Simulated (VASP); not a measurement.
# TiAl (Pm-3m) in VASP: a series of runs, part 2 of 2

VASP 6.6.1. The steps go on from the part before.

### 4 Single point, PBE

This run uses another cell than the first one, of 16.17 Å³/atom.

INCAR

```
ALGO = Normal
EDIFF = 1E-7
ENCUT = 520
GGA = PE
ISIF = 2
ISMEAR = 0
LASPH = T
LCHARG = F
LREAL = F
LWAVE = F
NBANDS = 14
NELM = 80
PREC = Accurate
SIGMA = 0.1
```

KPOINTS

```
k-points
0
Gamma
  18 18 18
```

POSCAR

```
TiAl
1.0
    3.1861919103      0.0000000000      0.0000000000
    0.0000000000      3.1861919103      0.0000000000
    0.0000000000      0.0000000000      3.1861919103
Ti Al
1 1
Direct
    0.5000000000      0.5000000000      0.5000000000
    0.0000000000      0.0000000000      0.0000000000
```

Launch:

```
> cat potpaw_PBE.64/Ti_sv/POTCAR potpaw_PBE.64/Al/POTCAR > POTCAR
> mpirun -np 1 vasp_std > vasp.out
```

Run time: 43 s. Hardware: 1 thread of Intel Xeon Platinum 8175M at 2.50GHz (Skylake/Cascade Lake), shared host; peak memory 0.22 GiB.

Results (log left out):

```yaml
Free_energy: -12.1157 eV
Pressure: 0.0 GPa
Band_gap_on_the_k_mesh: zero (an odd number of electrons rules out a gap without spin polarisation)
```

Levels at points of the mesh, in eV from the Fermi level:
| k point | band 5 | band 6 | band 7 | band 8 | band 9 | band 10 |
| --- | --- | --- | --- | --- | --- | --- |
| (0.00, 0.00, 0.00) | -9.26 | -1.43 | -1.43 | 1.78 | 1.78 | 1.78 |
| (0.50, 0.00, 0.00) | -6.04 | -5.18 | -0.55 | 0.14 | 0.14 | 1.98 |
| (0.50, 0.50, 0.00) | -5.01 | -2.12 | -2.12 | -1.47 | 0.70 | 0.70 |
| (0.50, 0.50, 0.50) | -3.08 | -3.08 | -3.08 | 0.58 | 2.75 | 2.75 |

### 5 Relaxation of cell and atoms, PBE

This run uses another cell than the first one, of 16.14 Å³/atom.

INCAR

```
SYSTEM = TiAl
PREC = Accurate
ENCUT = 600
EDIFF = 1E-6
ISMEAR = 0
SIGMA = 0.1
LREAL = .False.
LASPH = .True.
NELM = 100
ALGO = Normal
ISIF = 3
LWAVE = .False.
LCHARG = .False.
GGA = PE
IBRION = 2
NSW = 100
EDIFFG = -0.01
```

KPOINTS

```
regular mesh
0
Gamma
  18 18 18
  0 0 0
```

POSCAR

```
TiAl
1.0
    3.1842827016      0.0000000000      0.0000000000
    0.0000000000      3.1842827016      0.0000000000
    0.0000000000      0.0000000000      3.1842827016
Ti Al
1 1
Direct
    0.5000000000      0.5000000000      0.5000000000
    0.0000000000      0.0000000000      0.0000000000
```

Potentials or basis: VASP PAW PBE potentials, release 64 (Ti_sv, Al).

Launch:

```
> cat potpaw_PBE.64/Ti_sv/POTCAR potpaw_PBE.64/Al/POTCAR > POTCAR
> mpirun -np 1 vasp_std > vasp.out
```

OUTCAR:

```text
SYSTEM = TiAl
   PREC = Accurate
   ENCUT = 600
   EDIFF = 1E-6
   ISMEAR = 0
   LREAL = .False.
   LASPH = .True.
   NELM = 100
   ISIF = 3
   GGA = PE
   IBRION = 2
   NSW = 100
   EDIFFG = -0.01

 ion  position               nearest neighbor table
   1  0.500  0.500  0.500-   2 2.76   2 2.76   2 2.76   2 2.76   2 2.76   2 2.76   2 2.76   2 2.76

   2  0.000  0.000  0.000-   1 2.76   1 2.76   1 2.76   1 2.76   1 2.76   1 2.76   1 2.76   1 2.76

  LATTYP: Found a simple cubic cell.
 ALAT       =     3.1842827016

  Lattice vectors:

 A1 = (   3.1842827016,   0.0000000000,   0.0000000000)
 A2 = (   0.0000000000,   3.1842827016,   0.0000000000)
 A3 = (   0.0000000000,   0.0000000000,   3.1842827016)

Analysis of symmetry for initial positions (statically):
=====================================================================
 Subroutine PRICEL returns:
 Original cell was already a primitive cell.

 Routine SETGRP: Setting up the symmetry group for a
 simple cubic supercell.

[... 222 lines left out ...]
  band No.  band energies     occupation
      1     -48.2086      2.00000
      2     -24.4109      2.00000
      3     -24.4109      2.00000
      4     -24.4109      2.00000
      5      -0.5425      2.00000
      6       7.2793      2.00000
      7       7.2793      2.00000
      8      10.4921      0.00000
      9      10.4921      0.00000
     10      10.4921      0.00000
     11      13.0824      0.00000
[... 309 lines left out ...]
 k-point    24 :       0.3333    0.1111    0.0000
  band No.  band energies     occupation
      1     -48.1962      2.00000
      2     -24.5335      2.00000
      3     -24.4188      2.00000
      4     -24.3982      2.00000
      5       1.3001      2.00000
      6       5.5079      2.00000
      7       7.8491      2.00000
      8       8.9281      0.00223
      9       9.1940      0.00000
     10      10.4411      0.00000
     11      11.4967      0.00000

 [... further k-points ...]

------------------------ aborting loop because EDIFF is reached ----------------------------------------

  FORCE on cell =-STRESS in cart. coord.  units (eV):
  Direction    XX          YY          ZZ          XY          YZ          ZX
  --------------------------------------------------------------------------------------
  -------------------------------------------------------------------------------------
  Total       -0.0103719     -0.0103719     -0.0103719      0.0000000      0.0000000     -0.0000000
  in kB       -0.5136478     -0.5136478     -0.5136478      0.0000000      0.0000000     -0.0000000
  external PRESSURE =      -0.5136478 kB  Pullay stress =       0.0000000 kB

 VOLUME and BASIS-vectors are now :
 -----------------------------------------------------------------------------
  energy-cutoff  :      600.00
  volume of cell :       32.35
      direct lattice vectors                 reciprocal lattice vectors
     3.186401734 -0.000000000 -0.000000000     0.313833623 -0.000000000 -0.000000000
     0.000000000  3.186401734 -0.000000000     0.000000000  0.313833623 -0.000000000
     0.000000000  0.000000000  3.186401734     0.000000000  0.000000000  0.313833623

 POSITION                                       TOTAL-FORCE (eV/Angst)
 -----------------------------------------------------------------------------------
      1.59320      1.59320      1.59320         0.000000      0.000000      0.000000
      0.00000      0.00000      0.00000        -0.000000     -0.000000      0.000000
 -----------------------------------------------------------------------------------
    total drift:                                0.000000      0.000000      0.000000

  FREE ENERGIE OF THE ION-ELECTRON SYSTEM (eV)
  ---------------------------------------------------
  free  energy   TOTEN  =       -12.1158788602 eV

  energy  without entropy=      -12.1041499376  energy(sigma->0) =      -12.11001440

 reached required accuracy - stopping structural energy minimisation
```

It took 90 s on 1 thread of Intel Xeon Platinum 8175M at 2.50GHz (Skylake/Cascade Lake), shared host; peak memory 0.25 GiB.

Results:

| Property | Result |
| --- | --- |
| Free energy | -12.1159 eV |
| Relaxed volume | 16.18 Å³/atom |
| Relaxed cell | a = 3.186 Å, b = 3.186 Å, c = 3.186 Å, α = 90.00°, β = 90.00°, γ = 90.00° |
| Space group after relaxing (to 0.1 Å) | Pm-3m (No. 221) |
| Energy gained by relaxing | 0.0 meV/atom |
| Ionic steps | 2 |
| Pressure after relaxing | -0.1 GPa |
| Band gap on the k mesh | zero (an odd number of electrons rules out a gap without spin polarisation) |

Final structure:
```
Ti Al
1.0
     3.18640    0.00000    0.00000
     0.00000    3.18640    0.00000
     0.00000    0.00000    3.18640
Ti Al
1 1
Direct
  0.50000 0.50000 0.50000
  0.00000 0.00000 0.00000
```

Levels at points of the mesh, in eV from the Fermi level:
```csv
k point,band 5,band 6,band 7,band 8,band 9,band 10
"(0.00, 0.00, 0.00)",-9.25,-1.43,-1.43,1.78,1.78,1.78
"(0.50, 0.00, 0.00)",-6.04,-5.18,-0.55,0.14,0.14,1.98
"(0.50, 0.50, 0.00)",-5.00,-2.12,-2.12,-1.47,0.70,0.70
"(0.50, 0.50, 0.50)",-3.08,-3.08,-3.08,0.58,2.75,2.75
```

### 6 The runs side by side

```tsv
task	spin	cell	k mesh	cutoff (eV)	gap on the mesh (eV)	pressure (GPa)	relaxed volume (Å³/atom)
relaxation of cell and atoms	off	relaxed from a = 3.018 Å, 2 atoms	6 × 6 × 6	600	none	-0.2	16.17
single point	collinear	a = 3.184 Å, 2 atoms	6 × 6 × 6	520	none	-0.1	-
single point	off	a = 3.186 Å, 2 atoms	18 × 18 × 18	520	none	0.0	-
relaxation of cell and atoms	off	relaxed from a = 3.184 Å, 2 atoms	18 × 18 × 18	600	none	-0.1	16.18
```

Alike in all rows: level PBE; potentials or basis VASP PAW PBE potentials, release 64 (Ti_sv, Al); smearing gaussian 0.1 eV.

Caveats: the volume moved by over 15 % at a fixed basis, so the end points are rough (at least some runs).

Total energies depend on the potentials used, so only differences within one code and one set of settings carry meaning.
